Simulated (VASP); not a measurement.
Input of a VASP 6.6.1 run:

The input INCAR:

```
SYSTEM = Li4F
  PREC = Accurate
  ENCUT = 520
  EDIFF = 1E-7
  ISMEAR = 0
  SIGMA = 0.1
  LREAL = .FALSE.
  LASPH = .TRUE.
  NELM = 100
  ALGO = Normal
  ISIF = 2
  LWAVE = .FALSE.
  LCHARG = .TRUE.
  LDIPOL = .TRUE.
  IDIPOL = 3
  DIPOL = 0.5 0.5 0.478
  GGA = PS
  LELF = .TRUE.
  LVHAR = .TRUE.
  LVACPOTAV = .TRUE.
  NBANDS = 18
```

Contents of KPOINTS:

```
regular mesh
0
G
  9 9 1
  0 0 0
```

POSCAR

```
Li4F
1.0
    3.0534023709      0.0000000000      0.0000000000
    0.0000000000      3.0534023709      0.0000000000
    0.0000000000      0.0000000000     25.4772445665
Li F
4 1
Direct
    0.5000000000      0.5000000000      0.3336310557
    0.0000000000      0.0000000000      0.4183765436
    0.5000000000      0.5000000000      0.4993588904
    0.0000000000      0.0000000000      0.5615611915
    0.0000000000      0.5000000000      0.5771951131
```

Potentials or basis: VASP PAW PBE potentials, release 64 (Li_sv, F).

Run with:

```sh
$ cat potpaw_PBE.64/Li_sv/POTCAR potpaw_PBE.64/F/POTCAR > POTCAR
$ mpirun -np 1 vasp_std > vasp.out
```

Problem. What does it give for the band gap on the k mesh?

Solution. Zero (an odd number of electrons rules out a gap without spin polarisation).

Problem. Estimate the largest force.

Solution. 0.083 eV/Å.

Forces on the atoms (eV/Å):
```
Li   0.000  0.000 -0.003
Li   0.000  0.000 -0.010
Li   0.000  0.000  0.002
Li   0.000  0.000 -0.072
F    0.000  0.000  0.083
```

Caveat: the PAW data sets were made with another functional, which shifts forces and pressure a little; an odd number of electrons without spin polarisation forces a metal; a magnetic or distorted state may lie lower.
